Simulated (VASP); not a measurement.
# Pd (Fd-3m) in VASP: further runs

Pd is run at these levels: LDA; tasks: single point, relaxation of cell and atoms.

Program: VASP 6.6.1. These are calculated values, not measurements. Logs are shortened: lines on timing, memory, paths and dates and some standing lists are left out, and cuts for length are marked.

### 1 The cell of the first run

It takes space group Fd-3m (No. 227, cubic). Conventional cell: a = 5.764 Å, b = 5.764 Å, c = 5.764 Å, α = 90.00°, β = 90.00°, γ = 90.00°. Within 3.3 Å of Pd (site symmetry -43m) lie 4 Pd at 2.50 Å.

### 2 Single point, LDA, collinear spin, ferromagnetic start (volume scaled by 1.08)

The input, INCAR:

```
SYSTEM = Pd
PREC = Accurate
ENCUT = 520
EDIFF = 1E-6
ISMEAR = -1
SIGMA = 0.05
LREAL = .FALSE.
LASPH = .TRUE.
NELM = 150
ALGO = Normal
ISIF = 2
LWAVE = .FALSE.
LCHARG = .FALSE.
ISPIN = 2
MAGMOM = 0.422 0.422
LORBIT = 11
LMAXMIX = 4
NBANDS = 21
```

The input, KPOINTS:

```
regular mesh
0
G
  11 11 11
  0 0 0
```

The input, POSCAR:

```
Pd
1.0
    0.0000000000      2.8818914710      2.8818914710
    2.8818914710      0.0000000000      2.8818914710
    2.8818914710      2.8818914710      0.0000000000
Pd
2
Direct
    0.1250000000      0.1250000000      0.1250000000
    0.8750000000      0.8750000000      0.8750000000
```

Potentials or basis: VASP PAW LDA potentials, release 64 (Pd).

On the command line:

```sh
$ cat potpaw_LDA.64/Pd/POTCAR > POTCAR
$ mpirun -np 1 vasp_std > vasp.out
```

OUTCAR:

```text
SYSTEM = Pd
   PREC = Accurate
   ENCUT = 520
   EDIFF = 1E-6
   ISMEAR = -1
   LREAL = .FALSE.
   LASPH = .TRUE.
   NELM = 150
   ISIF = 2
   ISPIN = 2
   LORBIT = 11

 ion  position               nearest neighbor table
   1  0.125  0.125  0.125-   2 2.50   2 2.50   2 2.50   2 2.50
   2  0.875  0.875  0.875-   1 2.50   1 2.50   1 2.50   1 2.50

  LATTYP: Found a face centered cubic cell.
 ALAT       =     5.7637829420

  Lattice vectors:

 A1 = (   0.0000000000,   2.8818914710,   2.8818914710)
 A2 = (   2.8818914710,   0.0000000000,   2.8818914710)
 A3 = (   2.8818914710,   2.8818914710,   0.0000000000)

Analysis of symmetry for initial positions (statically):
=====================================================================
 Subroutine PRICEL returns:
 Original cell was already a primitive cell.

 Routine SETGRP: Setting up the symmetry group for a
 face centered cubic supercell.

 Subroutine GETGRP returns: Found 48 space group operations
 (whereof 12 operations were pure point group operations)
 out of a pool of 48 trial point group operations.

The static configuration has the point symmetry D_3d.
 The point group associated with its full space group is O_h .

Analysis of symmetry for dynamics (positions and initial velocities):
=====================================================================
 Subroutine PRICEL returns:
 Original cell was already a primitive cell.

 Routine SETGRP: Setting up the symmetry group for a
 face centered cubic supercell.

 Subroutine GETGRP returns: Found 48 space group operations
 (whereof 12 operations were pure point group operations)
 out of a pool of 48 trial point group operations.

The dynamic configuration has the point symmetry D_3d.
 The point group associated with its full space group is O_h .

Analysis of structural, dynamic, and magnetic symmetry:
=====================================================================
 Subroutine PRICEL returns:
 Original cell was already a primitive cell.

 Routine SETGRP: Setting up the symmetry group for a
 face centered cubic supercell.

 Subroutine GETGRP returns: Found 48 space group operations
 (whereof 12 operations were pure point group operations)
 out of a pool of 48 trial point group operations.

The overall configuration has the point symmetry D_3d.
 The point group associated with its full space group is O_h .

 Subroutine INISYM returns: Found 48 space group operations
 (whereof 12 operations are pure point group operations),
 and found     1 'primitive' translations

----------------------------------------------------------------------------------------

                                     Primitive cell

  volume of cell :      47.8699
[... 108 lines left out ...]
     AMIX     =   0.40;   BMIX     =  1.00
     AMIX_MAG =   1.60;   BMIX_MAG =  1.00
  volume/ion in A,a.u.               =      23.93       161.52
  Fermi-wavevector in a.u.,A,eV,Ry     =   1.223857  2.312754 20.379147  1.497825
  Thomas-Fermi vector in A             =   2.358952
   LORBIT       =     11    0 simple, 1 ext, 2 COOP (PROOUT), +10 PAW based schemes
   GGA     = CA    functional components
   LHFCALC =     F    Hartree Fock is set to
   AEXX    =    0.0000 exact exchange contribution
   IVDW    =     0    specifies the selected vdW correction
   LEPSILON=     F    determine dielectric tensor
   LRPA    =     F    only Hartree local field effects (RPA)
 spin polarized calculation
  energy-cutoff  :      520.00
  volume of cell :       47.87
 maximum number of plane-waves:      1313
   NGX = 15   NGY = 15   NGZ = 15

 number of electron      19.9999997 magnetization       0.8493806

 Free energy of the ion-electron system (eV)
  ---------------------------------------------------
  ext. energy  EPLUGINS =         0.00000000
  ---------------------------------------------------
  free energy    TOTEN  =       -10.13045464 eV

  energy without entropy =      -10.08850544  energy(sigma->0) =      -10.10948004

 E-fermi :   3.8582     XC(G=0): -10.4330

 val. band max:        3.8516466747   @ k =  -0.4545   0.4545   0.0909
 cond. band min:       3.8584541523   @ k =  -0.4545   0.4545   0.0909
 fundamental gap:      0.0068074776
 Fermi energy:         3.8582094281

 spin component 1

 k-point     1 :       0.0000    0.0000    0.0000
  band No.  band energies     occupation
      1      -0.8537      1.00000
      2       0.3198      1.00000
      3       0.3198      1.00000
      4       0.4328      1.00000
      5       0.4328      1.00000
      6       0.4328      1.00000
[... 565 lines left out ...]
     20      19.9617      0.00000
     21      22.3430      0.00000

 [... further k-points ...]

 spin component 2

 k-point     1 :       0.0000    0.0000    0.0000
  band No.  band energies     occupation
      1      -0.7900      1.00000
      2       0.5472      1.00000
      3       0.5472      1.00000
      4       0.6759      1.00000
      5       0.6759      1.00000
      6       0.6759      1.00000
[... 565 lines left out ...]
     20      20.0353      0.00000
     21      22.4172      0.00000

 [... further k-points ...]
[... 5 lines left out ...]
  --------------------------------------------------------------------------------------
  -------------------------------------------------------------------------------------
  Total       -1.8263167     -1.8263167     -1.8263167      0.0000000      0.0000000      0.0000000
  in kB      -61.1256947    -61.1256947    -61.1256947      0.0000000      0.0000000      0.0000000
  external PRESSURE =     -61.1256947 kB  Pullay stress =       0.0000000 kB

 VOLUME and BASIS-vectors are now :
 -----------------------------------------------------------------------------
  energy-cutoff  :      520.00
  volume of cell :       47.87
      direct lattice vectors                 reciprocal lattice vectors
     0.000000000  2.881891471  2.881891471    -0.173497165  0.173497165  0.173497165
     2.881891471  0.000000000  2.881891471     0.173497165 -0.173497165  0.173497165
     2.881891471  2.881891471  0.000000000     0.173497165  0.173497165 -0.173497165

 POSITION                                       TOTAL-FORCE (eV/Angst)
 -----------------------------------------------------------------------------------
      0.72047      0.72047      0.72047         0.000000     -0.000000     -0.000000
      5.04331      5.04331      5.04331        -0.000000      0.000000      0.000000
 -----------------------------------------------------------------------------------
    total drift:                               -0.000000      0.000000      0.000000

  FREE ENERGIE OF THE ION-ELECTRON SYSTEM (eV)
  ---------------------------------------------------
  free  energy   TOTEN  =       -10.1304546417 eV

  energy  without entropy=      -10.0885054399  energy(sigma->0) =      -10.10948004

 total charge

# of ion       s       p       d       tot
------------------------------------------
    1        0.505   0.311   8.492   9.309
    2        0.505   0.311   8.492   9.309
--------------------------------------------------
tot          1.010   0.623  16.985  18.618

 magnetization (x)

# of ion       s       p       d       tot
------------------------------------------
    1       -0.003   0.002   0.414   0.413
    2       -0.003   0.002   0.414   0.413
--------------------------------------------------
tot         -0.006   0.003   0.829   0.826
```

stdout:

```text
POSCAR found type information on POSCAR Pd
 POSCAR found :  1 types and       2 ions
 scaLAPACK will be used
 LDA part: xc-table for (Slater(with rela. corr.)+CA(PZ))
 , standard interpolation
 POSCAR, INCAR and KPOINTS ok, starting setup
 FFT: planning ... GRIDC
 FFT: planning ... GRID_SOFT
 FFT: planning ... GRID
 WAVECAR not read
 entering main loop
```

It took 32 s on 1 thread of Intel Xeon 6975P-C (Granite Rapids), shared host; peak memory 0.2 GiB.

Results:

```yaml
Free_energy: -10.1305 eV
Pressure: -6.1 GPa
Net_moment: 0.85 μB per cell
Site_moments: Pd +0.41 μB
Valence_electrons_inside_the_program's_atomic_spheres: Pd 9.31
```

Caveat: the cell differs from its parent crystal (volume scaled by 1.08).

### 3 Single point, LDA, collinear spin, ferromagnetic start (volume scaled by 1.12)

The input, INCAR:

```
SYSTEM = Pd
PREC     = Accurate       ! precision mode
ENCUT    = 520            ! plane-wave cutoff, eV
EDIFF    = 1E-6           ! SCF threshold, eV
ISMEAR   = -1             ! smearing method
SIGMA    = 0.05           ! smearing width, eV
LREAL    = .FALSE.        ! projectors in reciprocal space
LASPH    = .TRUE.         ! aspherical terms in the spheres
NELM     = 150            ! most SCF steps
ALGO     = Normal         ! electronic algorithm
ISIF     = 2              ! what is computed and relaxed
LWAVE    = .FALSE.        ! write WAVECAR
LCHARG   = .FALSE.        ! write CHGCAR
ISPIN    = 2              ! spin polarisation
MAGMOM   = 0.422 0.422    ! initial moments
LORBIT   = 11             ! projections on sites
LMAXMIX  = 4              ! l up to which the mixer works
NBANDS   = 21             ! bands
```

The input, KPOINTS:

```
Automatic mesh
0
G
  11 11 11
  0 0 0
```

The input, POSCAR:

```
Pd
1.0
    0.0000000000      2.9170399530      2.9170399530
    2.9170399530      0.0000000000      2.9170399530
    2.9170399530      2.9170399530      0.0000000000
Pd
2
Direct
    0.1250000000      0.1250000000      0.1250000000
    0.8750000000      0.8750000000      0.8750000000
```

Potentials or basis: VASP PAW LDA potentials, release 64 (Pd).

On the command line:

```sh
$ cat potpaw_LDA.64/Pd/POTCAR > POTCAR
$ mpirun -np 1 vasp_std > vasp.out
```

Run time: 27 s. Hardware: 1 thread of Intel Xeon 6975P-C (Granite Rapids), shared host; peak memory 0.21 GiB.

Results (log left out):

```
Free energy                                           : -10.0521 eV
Pressure                                              : -8.1 GPa
Net moment                                            : 0.85 μB per cell
Site moments                                          : Pd +0.41 μB
Valence electrons inside the program's atomic spheres : Pd 9.26
```

Levels at points of the mesh, in eV from the Fermi level:
Spin up:
| k point | band 8 | band 9 | band 10 | band 11 | band 12 | band 13 | band 14 | band 15 |
| --- | --- | --- | --- | --- | --- | --- | --- | --- |
| (0.00, 0.00, 0.00) | -1.45 | -1.45 | -0.32 | -0.32 | 11.29 | 11.29 | 11.29 | 11.77 |
Spin down:
| k point | band 7 | band 8 | band 9 | band 10 | band 11 | band 12 | band 13 | band 14 |
| --- | --- | --- | --- | --- | --- | --- | --- | --- |
| (0.00, 0.00, 0.00) | -1.19 | -1.19 | -1.19 | -0.04 | -0.04 | 11.39 | 11.39 | 11.39 |

Caveat: the cell differs from its parent crystal (volume scaled by 1.12).

### 4 Relaxation of cell and atoms, LDA

This run uses another cell than the first one, of 19.86 Å³/atom, 0.830 times its volume.

The input, INCAR:

```
PREC = Accurate
ENCUT = 540
EDIFF = 1E-7
ISMEAR = -1
SIGMA = 0.1
LREAL = False
LASPH = True
NELM = 120
ALGO = Normal
ISIF = 3
LWAVE = False
LCHARG = False
GGA = CA
IBRION = 2
NSW = 80
EDIFFG = -0.01
GGA_COMPAT = False
NELMIN = 4
```

The input, KPOINTS:

```
regular mesh
0
Gamma
  10 10 10
```

The input, POSCAR:

```
Pd
1.0
    0.0000000000      2.7082278367      2.7082278367
    2.7082278367      0.0000000000      2.7082278367
    2.7082278367      2.7082278367      0.0000000000
Pd
2
Direct
    0.1250000000      0.1250000000      0.1250000000
    0.8750000000      0.8750000000      0.8750000000
```

Potentials or basis: VASP PAW LDA potentials, release 64 (Pd_sv_GW).

On the command line:

```sh
$ cat potpaw_LDA.64/Pd_sv_GW/POTCAR > POTCAR
$ mpirun -np 1 vasp_std > vasp.out
```

Wall time 2.8 min (1 thread of Intel Xeon Platinum 8375C at 2.90GHz (Ice Lake), shared host); peak memory 0.19 GiB.

It converged, with:

```yaml
Free_energy: -7.2702 eV
Relaxed_volume: 21.76 Å³/atom
Relaxed_cell: a = 3.948 Å, b = 3.948 Å, c = 3.948 Å, α = 60.00°, β = 60.00°, γ = 60.00°
Space_group_after_relaxing_to_0.05_Å: Fd-3m (No. 227)
Energy_gained_by_relaxing: 68.5 meV/atom
Ionic_steps: 4
Pressure_after_relaxing: -0.1 GPa
Band_gap_on_the_k_mesh: zero (band 18 reaches 4.04 eV, above the bottom of band 19 at 3.57 eV)
```

Step by step:
| step | energy change (eV) | largest force (eV/Å) | pressure (GPa) | volume (Å³) |
| --- | --- | --- | --- | --- |
| 1 | 0.0000 | 0.0000 | 12.78 | 39.73 |
| 2 | 0.0765 | 0.0000 | -9.63 | 49.55 |
| 3 | -0.1368 | 0.0000 | -0.28 | 43.62 |
| 4 | -0.1369 | 0.0000 | -0.05 | 43.52 |

Final structure:
```
CELL_PARAMETERS angstrom
0.00000 2.79191 2.79191
2.79191 0.00000 2.79191
2.79191 2.79191 0.00000
ATOMIC_POSITIONS crystal
Pd 0.12500 0.12500 0.12500
Pd 0.87500 0.87500 0.87500
```

Levels at points of the mesh, in eV from the Fermi level:
| k point | band 14 | band 15 | band 16 | band 17 | band 18 | band 19 | band 20 | band 21 | band 22 |
| --- | --- | --- | --- | --- | --- | --- | --- | --- | --- |
| (0.00, 0.00, 0.00) | -3.76 | -1.59 | -1.59 | -1.59 | -0.17 | -0.17 | 12.40 | 12.40 | 12.40 |
| (0.50, 0.00, 0.00) | -3.49 | -1.19 | -1.19 | -0.39 | -0.39 | -0.39 | 1.38 | 8.98 | 8.98 |
| (0.50, 0.50, 0.00) | -2.22 | -2.15 | -2.15 | -0.18 | -0.18 | 1.99 | 1.99 | 4.84 | 4.84 |

### 5 Overview

| task | potentials or basis | spin | cell | k mesh | cutoff (eV) | smearing | second run | gap on the mesh (eV) | pressure (GPa) | moment (μB) |
| --- | --- | --- | --- | --- | --- | --- | --- | --- | --- | --- |
| single point | VASP PAW LDA potentials, release 64 (Pd) | collinear, ferromagnetic start | a = 4.076 Å, angles 60.0°, 2 atoms | 11 × 11 × 11 | 520 | fermi-dirac 0.05 eV | - | none | -6.1 | 0.85 |
| single point | VASP PAW LDA potentials, release 64 (Pd) | collinear, ferromagnetic start | a = 4.125 Å, angles 60.0°, 2 atoms | 11 × 11 × 11 | 520 | fermi-dirac 0.05 eV | - | none | -8.1 | 0.85 |
| relaxation of cell and atoms | VASP PAW LDA potentials, release 64 (Pd_sv_GW) | off | relaxed from a = 3.830 Å, angles 60.0°, 2 atoms | 10 × 10 × 10 | 540 | fermi-dirac 0.1 eV | valence_matched | none | -0.1 | - |

Alike in all rows: level LDA.

Total energies depend on the potentials used, so only differences within one code and one set of settings carry meaning.
